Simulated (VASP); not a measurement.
Write the native input for VASP 6.6.1 that does the following.

* Task: single point
* Functional: PBE
* Potentials or basis: VASP PAW PBE potentials, release 64 (Cd, S)
* Cutoff: 500 eV
* k mesh: 2 × 2 × 2
* Occupations: gaussian, width 0.01 eV
* Spin: no spin polarisation
* Dipole correction: no
* Further INCAR settings: ALGO = Normal; EDIFF = 1e-06; NBANDS = 16

The structure of CdS lies in POSCAR:

```
CdS
1.0
    0.0000000000      2.9670733100      2.9670733100
    2.9670733100      0.0000000000      2.9670733100
    2.9670733100      2.9670733100      0.0000000000
Cd S
1 1
Direct
    0.0000000000      0.0000000000      0.0000000000
    0.2500000000      0.2500000000      0.2500000000
```

One way to write it, as run:

INCAR

```
PREC = Accurate
ENCUT = 500
EDIFF = 1E-6
ISMEAR = 0
SIGMA = 0.01
LREAL = False
LASPH = True
NELM = 120
ALGO = Normal
ISIF = 2
LWAVE = False
LCHARG = False
GGA = PE
NBANDS = 16
GGA_COMPAT = False
```

KPOINTS

```
Automatic mesh
0
Gamma
  2 2 2
```

Potentials or basis: VASP PAW PBE potentials, release 64 (Cd, S).

Launch:

```console
$ cat potpaw_PBE.64/Cd/POTCAR potpaw_PBE.64/S/POTCAR > POTCAR
$ mpirun -np 1 vasp_std > vasp.out
```

Results of the run:

| Property | Result |
| --- | --- |
| Pressure | 3.1 GPa |
| Band gap on the k mesh | 0.87 eV, direct |

Caveat: the k points lie up to 0.92 Å⁻¹ apart.

Wall time 3.9 s on 1 thread of AMD EPYC 9R45 96-Core Processor (Zen 5) (shared host), peak memory 0.14 GiB.
